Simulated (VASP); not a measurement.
# ZrC (Fm-3m) in VASP: further runs, part 2 of 2

VASP 6.6.1.

## (4) Single point, PBE (strain +0.040 along x and y, +0.040 along z)

INCAR

```
PREC = Accurate ; ENCUT = 520
EDIFF = 1E-7 ; ISMEAR = 0
SIGMA = 0.15 ; LREAL = F
LASPH = T ; NELM = 60
ALGO = Normal ; ISIF = 2
LWAVE = F ; LCHARG = F
GGA = PE ; NBANDS = 15
```

KPOINTS

```
Automatic mesh
0
Gamma
  18 18 18
```

POSCAR

```
ZrC
1.0
    0.0000000000      2.4442184000      2.4442184000
    2.4442184000      0.0000000000      2.4442184000
    2.4442184000      2.4442184000      0.0000000000
Zr C
1 1
Direct
    0.5000000000      0.5000000000      0.5000000000
    0.0000000000      0.0000000000      0.0000000000
```

Potentials or basis: VASP PAW PBE potentials, release 64 (Zr_sv, C).

On the command line:

```bash
cat potpaw_PBE.64/Zr_sv/POTCAR potpaw_PBE.64/C/POTCAR > POTCAR
mpirun -np 1 vasp_std > vasp.out
```

OUTCAR:

```text
PREC = Accurate
   ENCUT = 520
   EDIFF = 1E-7
   ISMEAR = 0
   LREAL = F
   LASPH = T
   NELM = 60
   ISIF = 2
   GGA = PE

 ion  position               nearest neighbor table
   1  0.500  0.500  0.500-   2 2.44   2 2.44   2 2.44   2 2.44   2 2.44   2 2.44
   2  0.000  0.000  0.000-   1 2.44   1 2.44   1 2.44   1 2.44   1 2.44   1 2.44

  LATTYP: Found a face centered cubic cell.
 ALAT       =     4.8884368000

  Lattice vectors:

 A1 = (   0.0000000000,   2.4442184000,   2.4442184000)
 A2 = (   2.4442184000,   0.0000000000,   2.4442184000)
 A3 = (   2.4442184000,   2.4442184000,   0.0000000000)

Analysis of symmetry for initial positions (statically):
=====================================================================
 Subroutine PRICEL returns:
 Original cell was already a primitive cell.

 Routine SETGRP: Setting up the symmetry group for a
 face centered cubic supercell.

 Subroutine GETGRP returns: Found 48 space group operations
 (whereof 48 operations were pure point group operations)
 out of a pool of 48 trial point group operations.

The static configuration has the point symmetry O_h .

[... 174 lines left out ...]
      5      -2.5594      2.00000
      6       9.2191      0.00000
      7       9.2191      0.00000
      8       9.2191      0.00000
      9       9.3501      0.00000
     10       9.3501      0.00000
     11       9.3501      0.00000
     12      10.7874      0.00000
     13      10.7874      0.00000
     14      14.3403      0.00000
[... 401 lines left out ...]
      2     -18.2917      2.00000
      3     -18.0699      2.00000
      4     -18.0440      2.00000
      5      -1.5480      2.00000
      6       5.8472      2.00000
      7       6.7287      2.00000
      8       6.9889      2.00000
      9      10.3087      0.00000
     10      10.6091      0.00000
     11      11.1159      0.00000
     12      13.5232      0.00000
     13      14.6499      0.00000
     14      16.2892      0.00000
     15      20.5138      0.00000

 [... further k-points ...]

------------------------ aborting loop because EDIFF is reached ----------------------------------------

  FORCE on cell =-STRESS in cart. coord.  units (eV):
  Direction    XX          YY          ZZ          XY          YZ          ZX
  --------------------------------------------------------------------------------------
  -------------------------------------------------------------------------------------
  Total       -3.5871530     -3.5871530     -3.5871530     -0.0000000      0.0000000      0.0000000
  in kB     -196.7933666   -196.7933666   -196.7933666     -0.0000000      0.0000000      0.0000000
  external PRESSURE =    -196.7933666 kB  Pullay stress =       0.0000000 kB

 VOLUME and BASIS-vectors are now :
 -----------------------------------------------------------------------------
  energy-cutoff  :      520.00
  volume of cell :       29.20
      direct lattice vectors                 reciprocal lattice vectors
     0.000000000  2.444218400  2.444218400    -0.204564371  0.204564371  0.204564371
     2.444218400  0.000000000  2.444218400     0.204564371 -0.204564371  0.204564371
     2.444218400  2.444218400  0.000000000     0.204564371  0.204564371 -0.204564371

 POSITION                                       TOTAL-FORCE (eV/Angst)
 -----------------------------------------------------------------------------------
      2.44422      2.44422      2.44422         0.000000      0.000000      0.000000
      0.00000      0.00000      0.00000        -0.000000     -0.000000      0.000000
 -----------------------------------------------------------------------------------
    total drift:                                0.000000      0.000000      0.000000

  FREE ENERGIE OF THE ION-ELECTRON SYSTEM (eV)
  ---------------------------------------------------
  free  energy   TOTEN  =       -19.2577495513 eV

  energy  without entropy=      -19.2541489122  energy(sigma->0) =      -19.25594923
```

OSZICAR:

```text
N       E                     dE             d eps       ncg     rms          rms(c)
DAV:   1     0.985802152528E+02    0.98580E+02   -0.84880E+03  5850   0.106E+03
DAV:   2    -0.164801562414E+02   -0.11506E+03   -0.10768E+03  7572   0.282E+02
DAV:   3    -0.227942005195E+02   -0.63140E+01   -0.62743E+01 10092   0.547E+01
DAV:   4    -0.228997462785E+02   -0.10555E+00   -0.10548E+00  6939   0.543E+00
DAV:   5    -0.229012034907E+02   -0.14572E-02   -0.14572E-02  7815   0.514E-01    0.165E+01
DAV:   6    -0.194843490637E+02    0.34169E+01   -0.70478E+00  6791   0.225E+01    0.557E+00
DAV:   7    -0.192864661193E+02    0.19788E+00   -0.71292E-01  6680   0.634E+00    0.471E+00
DAV:   8    -0.193151991825E+02   -0.28733E-01   -0.51792E-01  6831   0.560E+00    0.491E+00
DAV:   9    -0.192584358176E+02    0.56763E-01   -0.11258E-01  6382   0.252E+00    0.698E-01
DAV:  10    -0.192577609252E+02    0.67489E-03   -0.49168E-03  7718   0.586E-01    0.897E-02
DAV:  11    -0.192577563459E+02    0.45792E-05   -0.12065E-04  7088   0.825E-02    0.514E-02
DAV:  12    -0.192577500142E+02    0.63317E-05   -0.75728E-06  7829   0.194E-02    0.107E-02
DAV:  13    -0.192577495817E+02    0.43248E-06   -0.82834E-07  7095   0.594E-03    0.144E-03
DAV:  14    -0.192577495513E+02    0.30405E-07   -0.33602E-08  4577   0.154E-03
   1 F= -.19257750E+02 E0= -.19255949E+02  d E =-.360064E-02
```

It took 3 min on 1 thread of Intel Xeon 8259CL, shared host; peak memory 0.22 GiB.

Results:

| Item | Value |
| --- | --- |
| Free energy | -19.2577 eV |
| Pressure | -19.7 GPa |
| Band gap on the k mesh | zero (bands 8 and 9 overlap by 1.25 eV) |

Levels at points of the mesh, in eV from the Fermi level:
```tsv
k point	band 4	band 5	band 6	band 7	band 8	band 9	band 10	band 11	band 12	band 13
(0.00, 0.00, 0.00)	-26.35	-10.89	0.89	0.89	0.89	1.02	1.02	1.02	2.46	2.46
(0.50, 0.00, 0.00)	-26.41	-8.35	-4.86	-2.58	-2.58	3.88	3.88	4.61	6.00	8.80
(0.50, 0.50, 0.00)	-26.54	-9.69	-2.19	-1.43	-0.05	-0.05	3.83	4.84	4.84	6.60
```

Caveat: the cell differs from its parent crystal (strain +0.040 along x and y, +0.040 along z); the cell stands under tension.

## (5) Overview

| cell | gap on the mesh (eV) | pressure (GPa) |
| --- | --- | --- |
| a = 3.058 Å, angles 60.0°, 2 atoms | none | 94.8 |
| a = 3.191 Å, angles 60.0°, 2 atoms | none | 37.0 |
| a = 3.457 Å, angles 60.0°, 2 atoms | none | -19.7 |

Alike in all rows: task single point; level PBE; potentials or basis VASP PAW PBE potentials, release 64 (Zr_sv, C); no spin polarisation; k mesh 18 × 18 × 18; cutoff (eV) 520; smearing gaussian 0.15 eV.

Caveats: the cell stands under pressure (at least some runs); the cell stands under tension (at least some runs).

Total energies depend on the potentials used, so only differences within one code and one set of settings carry meaning.
